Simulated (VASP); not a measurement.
Crystal: NaTiPt3.

```
CELL_PARAMETERS angstrom
4.32085 0.00000 0.00000
0.00000 4.32085 0.00000
0.00000 0.00000 4.32085
ATOMIC_POSITIONS crystal
Na 0.00000 0.00000 0.00000
Ti 0.50000 0.50000 0.50000
Pt 0.00000 0.50000 0.50000
Pt 0.50000 0.00000 0.50000
Pt 0.50000 0.50000 0.00000
```

- Program: VASP 6.6.1
- Task: relaxation of cell and atoms
- Functional: PBE
- Potentials or basis: VASP PAW PBE potentials, release 64 (Na_pv, Ti_sv, Pt)
- Cutoff: 600 eV
- k mesh: 4 × 4 × 4
- Occupations: gaussian, width 0.1 eV
- Spin: no spin polarisation

At the start: pressure 49.5 GPa; volume 16.13 Å³/atom.

Where does the relaxation end?

Over 5 steps the energy falls by 650.3 meV/atom and the volume is 21.72 Å³/atom (+34.6 %); space group Pm-3m (No. 221, to 0.05 Å).

Step by step:
```
step  energy change (eV)  largest force (eV/Å)  pressure (GPa)  volume (Å³)
   1              0.0000                0.0000           49.51        80.67
   2             -0.8283                0.0000          -12.09       154.00
   3             -3.2449                0.0000           -1.22       110.35
   4             -3.2506                0.0000           -0.48       109.28
   5             -3.2515                0.0000            0.00       108.62
```

Final structure:
```xyz
5
Lattice="4.7713 0.0000 0.0000 0.0000 4.7713 0.0000 0.0000 0.0000 4.7713" Properties=species:S:1:pos:R:3 pbc="T T T"
Na    0.0000    0.0000    0.0000
Ti    2.3856    2.3856    2.3856
Pt    0.0000    2.3856    2.3856
Pt    2.3856    0.0000    2.3856
Pt    2.3856    2.3856    0.0000
```

Caveat: the k points lie up to 0.33 Å⁻¹ apart in the final cell; the volume moved by over 15 % at a fixed basis, so the end points are rough.
